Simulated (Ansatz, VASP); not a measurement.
**Two plane-wave programs on Hf**

```xyz
1
Lattice="0.0000 2.2628 2.2628 2.2628 0.0000 2.2628 2.2628 2.2628 0.0000" Properties=species:S:1:pos:R:3 pbc="T T T"
Hf    0.0000    0.0000    0.0000
```

Alike in both runs: functional BLYP; k mesh 12 × 12 × 12; occupations fermi-dirac, width 0.1 eV; no spin polarisation.

Ansatz relaxed the structure, and its values are those at the end. VASP's run is a single point on that final structure, the one shown.

```csv
,VASP,Ansatz
version,VASP 6.6.1,Ansatz 0.2.0
potentials or method,"VASP PAW PBE potentials, release 64 (Hf_pv), cutoff 520 eV","plane waves (420 eV) with PAW, scalar-relativistic"
valence electrons in the cell,10,26
```

```tsv
	VASP	Ansatz	Ansatz less VASP
pressure (GPa)	0.0	0.0	+0.03
```

VASP's potentials were made for PBE, not for BLYP. The functional is the same, so the differences come from potentials, cutoffs and numerics. VASP's potentials hold 10 valence electrons a cell and Ansatz's 26, so a difference there can come from the potentials and not from the codes.

Spin-orbit coupling is off throughout.
